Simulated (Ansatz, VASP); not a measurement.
# Ta in VASP and in Ansatz

```xyz
1
Lattice="-1.6595 1.6513 1.6595 1.6430 -1.6513 1.6430 1.6595 1.6513 -1.6595" Properties=species:S:1:pos:R:3 pbc="T T T"
Ta    0.0000    0.0000    0.0000
```

Change from the starting cell: strain -0.0100 x Voigt [0, 0, 0, 0, 1, 0], atoms carried along.

Alike in both runs: task single point; functional PBEsol; k mesh 20 × 20 × 20; occupations gaussian, width 0.15 eV; no spin polarisation.

|  | VASP | Ansatz |
| --- | --- | --- |
| version | VASP 6.6.1 | Ansatz 0.2.0 |
| potentials or method | VASP PAW PBE potentials, release 64 (Ta_pv), cutoff 520 eV | scalar-relativistic, plane waves, PAW |
| valence electrons in the cell | 11 | 13 |

Ansatz gave:

| Property | Result |
| --- | --- |
| gap on the k mesh at the Fermi level (eV) | none |
| pressure (GPa) | -3.8 |
| traceless stress, the component that is largest in VASP (GPa) | 0.77 |

Task: Which values does VASP return?

Result: gap on the k mesh at the Fermi level (eV): none; pressure (GPa): -3.6; traceless stress, the component that is largest in VASP (GPa): 0.76.

VASP's potentials were made for PBE, not for PBEsol. A gap of «none» marks a metal or a gap that the smearing closes. VASP's potentials hold 11 valence electrons a cell and Ansatz's 13, so a difference there can come from the potentials and not from the codes.

Neither program's run includes spin-orbit coupling.
